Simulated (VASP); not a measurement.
Here is a VASP 6.6.1 calculation.

INCAR

```
PREC = Accurate
ENCUT = 500
EDIFF = 1E-6
ISMEAR = -1
SIGMA = 0.1
LREAL = False
LASPH = True
NELM = 120
ALGO = Normal
ISIF = 2
LWAVE = False
LCHARG = True
LELF = True
LVHAR = True
NBANDS = 22
GGA_COMPAT = False
```

The input KPOINTS:

```
regular mesh
0
Gamma
  6 6 6
```

The input POSCAR:

```
Sb
1.0
    1.7993741696      1.0388691612      3.6535735132
   -1.7993741696      1.0388691612      3.6535735132
    0.0000000000     -2.0777383224      3.6535735132
Sb
2
Direct
    0.2500004905      0.2500004905      0.2500004905
    0.7499995095      0.7499995095      0.7499995095
```

Potentials or basis: VASP PAW LDA potentials, release 64 (Sb_d_GW).

The run is started by

```console
$ cat potpaw_LDA.64/Sb_d_GW/POTCAR > POTCAR
$ mpirun -np 1 vasp_std > vasp.out
```

Q: What does it give for the pressure?

A: 40.1 GPa.

Q: What does it give for the band gap on the k mesh?

A: Zero (bands 15 and 16 overlap by 3.01 eV).

Stress tensor (GPa, compression positive):
```
40.10  0.00  0.00
 0.00 40.10  0.00
 0.00  0.00 40.22
```

Caveat: the cell stands under pressure; spin-orbit coupling is left out, which moves the levels of the heavy elements.
